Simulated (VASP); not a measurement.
Crystal: Sb.

```xyz
2
Lattice="4.2784 0.0000 0.0000 0.0000 4.2784 0.0000 0.0000 0.0000 3.2880" Properties=species:S:1:pos:R:3 pbc="T T T"
Sb    2.1392    0.0000    3.0800
Sb    0.0000    2.1392    0.2080
```

| Quantity | Value |
| --- | --- |
| Program | VASP 6.6.1 |
| Task | relaxation of cell and atoms |
| Functional | PBE |
| Potentials or basis | VASP PAW PBE potentials, release 64 (Sb) |
| Cutoff | 600 eV |
| k mesh | 4 × 4 × 6 |
| Occupations | gaussian, width 0.1 eV |
| Spin | no spin polarisation |

At the start: pressure 0.5 GPa; volume 30.09 Å³/atom.

Question: Where does the relaxation end?

Answer: Over 16 steps the energy falls by 106.7 meV/atom and the volume is 30.39 Å³/atom (+1.0 %); space group P4/mmm (No. 123, to 0.05 Å).

The path:
| step | energy change (eV) | largest force (eV/Å) | pressure (GPa) | volume (Å³) |
| --- | --- | --- | --- | --- |
| 1 | 0.0000 | 0.0467 | 0.51 | 60.19 |
| 2 | -0.1552 | 0.2446 | -0.62 | 60.88 |
| 3 | -0.1627 | 0.2606 | -0.59 | 60.97 |
| 4 | -0.1562 | 0.2826 | -0.34 | 61.11 |
| 5 | -0.1641 | 0.2664 | -0.54 | 61.01 |
| 6 | -0.1642 | 0.2680 | -0.52 | 61.02 |
| 7 | -0.1709 | 0.2461 | 0.37 | 60.16 |
| 8 | -0.1717 | 0.2356 | 0.82 | 59.75 |
| 9 | -0.1761 | 0.2215 | 0.81 | 59.74 |
| 10 | -0.1871 | 0.1803 | 0.80 | 59.71 |
| 11 | -0.1989 | 0.1050 | 0.79 | 59.65 |
| 12 | -0.2000 | 0.0785 | 0.81 | 59.63 |
| 13 | -0.2069 | 0.0613 | 0.41 | 60.07 |
| 14 | -0.2128 | 0.0151 | -0.44 | 61.11 |
| 15 | -0.2128 | 0.0188 | -0.38 | 61.03 |
| 16 | -0.2134 | 0.0146 | -0.12 | 60.79 |

Final structure:
```xyz
2
Lattice="4.4558 0.0000 0.0000 0.0000 4.4558 0.0000 0.0000 0.0000 3.0618" Properties=species:S:1:pos:R:3 pbc="T T T"
Sb    2.2279    0.0000    3.0504
Sb    0.0000    2.2279    0.0114
```

Caveat: the k points lie up to 0.35 Å⁻¹ apart in the final cell.
